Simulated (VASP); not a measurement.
Crystal: SnSe.

```
Sn Se
1.0
    11.42000    0.00000    0.00000
     0.00000    4.19000    0.00000
     0.00000    0.00000    4.46000
Sn Se
4 4
Cartesian
  1.4047 1.0475 0.4059
  4.3053 3.1425 2.6359
  7.1147 1.0475 1.8241
  10.0153 3.1425 4.0541
  4.0769 1.0475 0.0714
  1.6331 3.1425 2.3014
  9.7869 1.0475 2.1586
  7.3431 3.1425 4.3886
```

| Property | Result |
| --- | --- |
| Program | VASP 6.6.1 |
| Task | relaxation of cell and atoms |
| Functional | PBE |
| Dispersion | D3(BJ) |
| Potentials or basis | VASP PAW PBE potentials, release 64 (Sn_d, Se) |
| Cutoff | 600 eV |
| k mesh | 4 × 8 × 8 |
| Occupations | gaussian, width 0.03 eV |
| Spin | no spin polarisation |

At the start: pressure 0.2 GPa; volume 26.68 Å³/atom.

Problem. Where does the relaxation end?

Solution. Over 18 steps the energy falls by 7.1 meV/atom and the volume is 26.23 Å³/atom (-1.7 %); space group Pnma (No. 62, to 0.1 Å) before and after.

The path:
```
step  energy change (eV)  largest force (eV/Å)  pressure (GPa)  volume (Å³)
   1              0.0000                0.3326            0.24       213.41
   2             -0.0384                0.0662           -0.48       214.60
   3             -0.0388                0.0889           -0.43       214.48
   4             -0.0446                0.1063           -0.05       212.42
   5             -0.0459                0.1207            0.23       210.93
   6             -0.0504                0.0911            0.19       210.47
   7             -0.0554                0.0199            0.08       209.10
   8             -0.0555                0.0183            0.08       209.27
   9             -0.0559                0.0287           -0.01       209.72
  10             -0.0559                0.0332           -0.07       209.91
  11             -0.0559                0.0314           -0.05       209.84
  12             -0.0562                0.0247           -0.04       209.83
  13             -0.0564                0.0174           -0.01       209.83
  14             -0.0563                0.0160            0.04       209.82
  15             -0.0564                0.0144            0.01       209.83
  16             -0.0565                0.0110           -0.01       209.88
  17             -0.0565                0.0102           -0.01       209.88
  18             -0.0566                0.0091           -0.01       209.84
```

Final structure:
```
Sn Se
1.0
    11.49512    0.00000    0.00000
     0.00000    4.17702    0.00000
     0.00000    0.00000    4.37037
Sn Se
4 4
Cartesian
  1.3605 1.0443 0.3900
  4.3871 3.1328 2.5752
  7.1080 1.0443 1.7952
  10.1346 3.1328 3.9804
  4.1075 1.0443 0.0897
  1.6401 3.1328 2.2748
  9.8550 1.0443 2.0955
  7.3877 3.1328 4.2807
```
